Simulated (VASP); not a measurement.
Zn2SnN3: relaxation of cell and atoms with PBE

Crystal: Zn2SnN3.

```
Zn Sn N
1.0
     3.44008    0.00000    0.00000
    -1.72004    2.97920    0.00000
     0.00000    0.00000    8.42915
Zn Sn N
2 1 3
Direct
  0.33333 0.66667 0.66381
  0.66667 0.33333 0.33619
  0.00000 0.00000 0.00000
  0.33333 0.66667 0.17324
  0.66667 0.33333 0.82676
  0.00000 0.00000 0.50000
```

```yaml
Program: VASP 6.6.1
Task: relaxation of cell and atoms
Functional: PBE
Potentials_or_basis: VASP PAW PBE potentials, release 64 (Zn, Sn_d, N)
Cutoff: 600 eV
k_mesh: 6 × 6 × 2
Occupations: gaussian, width 0.1 eV
Spin: no spin polarisation
Dipole_correction: no
Further_INCAR_settings: ALGO = Normal; EDIFF = 1e-06; IBRION = 2; EDIFFG = -0.04; NSW = 90; ISIF = 3
```

```
Relaxed volume                         : 11.21 Å³/atom
Relaxed cell                           : a = 3.165 Å, b = 3.165 Å, c = 7.755 Å, α = 90.00°, β = 90.00°, γ = 120.00°
Space group after relaxing (to 0.05 Å) : P-3m1 (No. 164)
Energy gained by relaxing              : 352.5 meV/atom
Ionic steps                            : 9
Pressure after relaxing                : -0.1 GPa
Largest force after relaxing           : 0.032 eV/Å
```

Forces in eV/Å, atoms in the order of the input:
```
Zn   0.000  0.000 -0.032
Zn   0.000  0.000  0.032
Sn   0.000  0.000  0.000
N    0.000  0.000  0.019
N    0.000  0.000 -0.019
N    0.000  0.000  0.000
```

Stress tensor (GPa, compression positive):
```
-0.11  0.00  0.00
 0.00 -0.11  0.00
 0.00  0.00 -0.23
```

The path:
| step | energy change (eV) | largest force (eV/Å) | pressure (GPa) | volume (Å³) |
| --- | --- | --- | --- | --- |
| 1 | 0.0000 | 1.2379 | -22.97 | 86.39 |
| 2 | -1.9069 | 0.9211 | 11.02 | 63.07 |
| 3 | -2.0048 | 0.9412 | 1.18 | 66.27 |
| 4 | -2.0951 | 0.3847 | 1.66 | 66.33 |
| 5 | -2.1074 | 0.1396 | 2.21 | 66.36 |
| 6 | -2.1109 | 0.0528 | -1.79 | 67.95 |
| 7 | -2.1146 | 0.0729 | -0.14 | 67.28 |
| 8 | -2.1146 | 0.0711 | -0.26 | 67.30 |
| 9 | -2.1152 | 0.0317 | -0.15 | 67.26 |

Final structure:
```
CELL_PARAMETERS angstrom
3.16452 0.00000 0.00000
-1.58226 2.74055 0.00000
0.00000 0.00000 7.75526
ATOMIC_POSITIONS crystal
Zn 0.33333 0.66667 0.65041
Zn 0.66667 0.33333 0.34959
Sn 0.00000 0.00000 0.00000
N 0.33333 0.66667 0.16092
N 0.66667 0.33333 0.83908
N 0.00000 0.00000 0.50000
```

Levels at points of the mesh, in eV from the Fermi level:
```
           k point  band 23  band 24  band 25  band 26  band 27  band 28  band 29  band 30
(0.00, 0.00, 0.00)    -0.41    -0.36    -0.36     0.37     0.37     1.20     4.08     4.65
(0.50, 0.00, 0.00)    -2.44    -1.21    -1.16    -0.66    -0.48     1.38     5.04     5.72
(0.00, 0.00, 0.50)    -0.79    -0.45    -0.45     0.42     0.42     2.70     3.61     4.21
(0.50, 0.00, 0.50)    -2.63    -2.53    -1.52     0.16     0.21     2.39     3.80     4.40
```

It took 4.7 min on 1 thread of Intel(R) Xeon(R) Platinum 8375C CPU @ 2.90GHz (Ice Lake), on a shared host, peak memory 0.26 GiB.

Caveat: the k points lie up to 0.41 Å⁻¹ apart in the final cell; the volume moved by over 15 % at a fixed basis, so the end points are rough; spin-orbit coupling is left out, which moves the levels of the heavy elements.
